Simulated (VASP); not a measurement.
A run of VASP 6.6.1 is set up as follows.

POSCAR

```
Cd3C
1.0
    4.1182966461      0.0000000000      0.0000000000
    0.0000000000      4.1182966461      0.0000000000
    0.0000000000      0.0000000000      4.1182966461
Cd C
3 1
Direct
    0.0000000000      0.5000000000      0.5000000000
    0.5000000000      0.0000000000      0.5000000000
    0.5000000000      0.5000000000      0.0000000000
    0.0000000000      0.0000000000      0.0000000000
```

INCAR.step1

```
ALGO = Normal
EDIFF = 1E-4
ENCUT = 520
GGA = PE
ISMEAR = 0
LASPH = True
LCHARG = False
LREAL = False
LWAVE = True
NBANDS = 28
NELM = 80
PREC = Accurate
SIGMA = 0.1
```

INCAR.step2

```
ALGO = Normal
EDIFF = 1E-6
ENCUT = 520
ISIF = 2
ISMEAR = 0
ISTART = 1
LASPH = True
LCHARG = True
LELF = True
LMIXTAU = True
LREAL = False
LVHAR = True
LWAVE = False
METAGGA = R2SCAN
NBANDS = 28
NELM = 80
PREC = Accurate
SIGMA = 0.1
```

KPOINTS

```
k-points
0
Gamma
  12 12 12
```

Potentials or basis: VASP PAW PBE potentials, release 64 (Cd, C).

Launch:

```console
$ cat potpaw_PBE.64/Cd/POTCAR potpaw_PBE.64/C/POTCAR > POTCAR
$ cp INCAR.step1 INCAR
$ mpirun -np 1 vasp_std > vasp.out
$ cp INCAR.step2 INCAR
$ mpirun -np 1 vasp_std > vasp.out
```

Predict the pressure.

0.7 GPa.

Predict the band gap on the k mesh.

zero (bands 20 and 21 overlap by 1.14 eV).

Caveat: the PAW data sets were made with another functional, which shifts forces and pressure a little.
